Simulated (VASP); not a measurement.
Runs of VASP 6.6.1 on TiAl. The structure is that of space group P-6m2 (No. 187), or close to it. The cells are those of the table. 

| cell | gap on the mesh (eV) | pressure (GPa) | largest force (eV/Å) |
| --- | --- | --- | --- |
| a = 2.882, b = 2.871, c = 4.678 Å, angles 90.0, 90.0, 120.1°, 2 atoms | none | (a) | 0.02 |
| a = 2.853, b = 2.864, c = 4.678 Å, angles 90.0, 90.0, 119.9°, 2 atoms | none | -0.5 | 0.02 |
| a = 2.925, b = 2.882, c = 4.678 Å, angles 90.0, 90.0, 120.5°, 2 atoms | none | -3.0 | 0.07 |
| a = 2.917, b = 2.880, c = 4.678 Å, angles 90.0, 90.0, 120.4°, 2 atoms | none | -2.8 | (c) |
| a = 2.810, b = 2.853, c = 4.678 Å, angles 90.0, 90.0, 119.5°, 2 atoms | none | 1.2 | 0.07 |
| a = 2.896, b = 2.874, c = 4.678 Å, angles 90.0, 90.0, 120.2°, 2 atoms | none | (b) | 0.03 |
| a = 2.824, b = 2.857, c = 4.678 Å, angles 90.0, 90.0, 119.6°, 2 atoms | none | 0.6 | 0.05 |
| a = 2.910, b = 2.878, c = 4.678 Å, angles 90.0, 90.0, 120.4°, 2 atoms | none | -2.5 | 0.05 |
| a = 2.839, b = 2.860, c = 4.678 Å, angles 90.0, 90.0, 119.8°, 2 atoms | none | 0.1 | 0.03 |

Alike in all rows: task single point; level r2SCAN; potentials or basis VASP PAW PBE potentials, release 64 (Ti_sv, Al); no spin polarisation; k mesh 18 × 18 × 10; cutoff (eV) 520; smearing gaussian 0.15 eV.

Task: Fill in the values left out.

Result: (a) -1.5; (b) -2.0; (c) 0.06.

Caveats: the PAW data sets were made with another functional, which shifts forces and pressure a little.

A gap of «none» marks levels without a gap at the run's occupations.
